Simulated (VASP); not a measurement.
Input of a VASP 6.6.1 run:

POSCAR

```
BaTlBr3
1.0
    6.3515621957      0.0000000000      0.0000000000
    0.0000000000      6.3515621957      0.0000000000
    0.0000000000      0.0000000000      6.3515621957
Tl Ba Br
1 1 3
Direct
    0.0000000000      0.0000000000      0.0000000000
    0.5000000000      0.5000000000      0.5000000000
    0.5000000000      0.5000000000      0.0000000000
    0.5000000000      0.0000000000      0.5000000000
    0.0000000000      0.5000000000      0.5000000000
```

File INCAR.step1:

```
SYSTEM = BaTlBr3
  PREC = Accurate
  ENCUT = 520
  ISMEAR = 0
  SIGMA = 0.01
  LREAL = .FALSE.
  LASPH = .TRUE.
  NELM = 100
  NBANDS = 30
  GGA = PE
  ALGO = Normal
  EDIFF = 1E-4
  LWAVE = .TRUE.
  LCHARG = .FALSE.
```

The input INCAR.step2:

```
SYSTEM = BaTlBr3
  PREC = Accurate
  ENCUT = 520
  EDIFF = 1E-6
  ISMEAR = 0
  SIGMA = 0.01
  LREAL = .FALSE.
  LASPH = .TRUE.
  NELM = 100
  ALGO = Normal
  ISIF = 2
  LWAVE = .FALSE.
  LCHARG = .FALSE.
  METAGGA = R2SCAN
  LMIXTAU = .TRUE.
  NBANDS = 30
  ISTART = 1
```

The input KPOINTS:

```
Automatic mesh
0
G
  4 4 4
  0 0 0
```

Potentials or basis: VASP PAW PBE potentials, release 64 (Tl_d, Ba_sv, Br).

The run is started by

```console
$ cat potpaw_PBE.64/Tl_d/POTCAR potpaw_PBE.64/Ba_sv/POTCAR potpaw_PBE.64/Br/POTCAR > POTCAR
$ cp INCAR.step1 INCAR
$ mpirun -np 1 vasp_std > vasp.out
$ cp INCAR.step2 INCAR
$ mpirun -np 1 vasp_std > vasp.out
```

Question: What does it give for the pressure?

Answer: -0.7 GPa.

Question: Estimate the band gap on the k mesh.

Answer: 3.37 eV, indirect (least direct gap 3.58 eV).

Caveat: the PAW data sets were made with another functional, which shifts forces and pressure a little; spin-orbit coupling is left out, which moves the levels of the heavy elements. A k mesh can miss the band edges.
